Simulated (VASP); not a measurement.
Wanted: the native input for a VASP 6.6.1 run.

| Quantity | Value |
| --- | --- |
| Task | single point |
| Functional | PBEsol |
| Potentials or basis | VASP PAW PBE potentials, release 64 (Ag) |
| Cutoff | 520 eV |
| k mesh | 22 × 22 × 22 |
| Occupations | gaussian, width 0.15 eV |
| Spin | no spin polarisation |
| Dipole correction | no |
| Further INCAR settings | ALGO = Fast; EDIFF = 1e-06; NBANDS = 12 |

The structure of Ag lies in POSCAR:

```
Ag
1.0
   -1.4541613943      1.6618987364      1.6618987364
    1.6618987364     -1.4541613943      1.6618987364
    1.6618987364      1.6618987364     -1.4541613943
Ag
1
Direct
    0.0000000000      0.0000000000      0.0000000000
```

This cell differs from its parent crystal: ratio of the length along [111] to the lengths across it x 1.2, volume and fractional coordinates fixed.

One way to write it, as run:

INCAR

```
SYSTEM = Ag
PREC = Accurate ; ENCUT = 520
EDIFF = 1E-6 ; ISMEAR = 0
SIGMA = 0.15 ; LREAL = .False.
LASPH = .True. ; NELM = 100
ALGO = Fast ; ISIF = 2
LWAVE = .False. ; LCHARG = .True.
GGA = PS ; LELF = .True.
LVHAR = .True. ; NBANDS = 12
```

KPOINTS

```
regular mesh
0
Gamma
  22 22 22
  0 0 0
```

Potentials or basis: VASP PAW PBE potentials, release 64 (Ag).

Command:

```console
$ cat potpaw_PBE.64/Ag/POTCAR > POTCAR
$ mpirun -np 1 vasp_std > vasp.out
```

Results of the run:

* Pressure: -4.5 GPa

Caveat: the PAW data sets were made with another functional, which shifts forces and pressure a little.

Wall time 100 s on 1 thread of Intel(R) Xeon(R) Platinum 8375C CPU @ 2.90GHz (Ice Lake), with other jobs on the host, peak memory 0.32 GiB.
